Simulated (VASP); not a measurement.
A run of VASP 6.6.1:

File INCAR:

```
SYSTEM = BAs2
PREC = Accurate ; ENCUT = 600
EDIFF = 1E-7 ; ISMEAR = 0
SIGMA = 0.1 ; LREAL = .False.
LASPH = .True. ; NELM = 60
ALGO = Normal ; ISIF = 3
LWAVE = .False. ; LCHARG = .False.
GGA = PE ; IBRION = 2
NSW = 100 ; EDIFFG = -0.01
```

File KPOINTS:

```
regular mesh
0
Gamma
  12 12 18
  0 0 0
```

The input POSCAR:

```
BAs2
1.0
    4.7437708885      0.0000000000      0.0000000000
   -2.3718854443      4.1082260992      0.0000000000
    0.0000000000      0.0000000000      2.5650421947
B As
1 2
Direct
    0.0000000000      0.0000000000      0.0000000000
    0.3333333333      0.6666666667      0.5000000000
    0.6666666667      0.3333333333      0.5000000000
```

Potentials or basis: VASP PAW PBE potentials, release 64 (B, As).

Launch:

```console
$ cat potpaw_PBE.64/B/POTCAR potpaw_PBE.64/As/POTCAR > POTCAR
$ mpirun -np 1 vasp_std > vasp.out
```

Hardware: 1 thread of Intel(R) Xeon(R) Platinum 8488C (Sapphire Rapids), with other jobs on the host.

**Question.** Estimate the wall time of this run.

**Answer.** Run time: 3.3 min on 1 thread of Intel(R) Xeon(R) Platinum 8488C (Sapphire Rapids), on a shared host, peak memory 0.28 GiB. Counts: scf iterations 42, k points 190, ion steps 6.
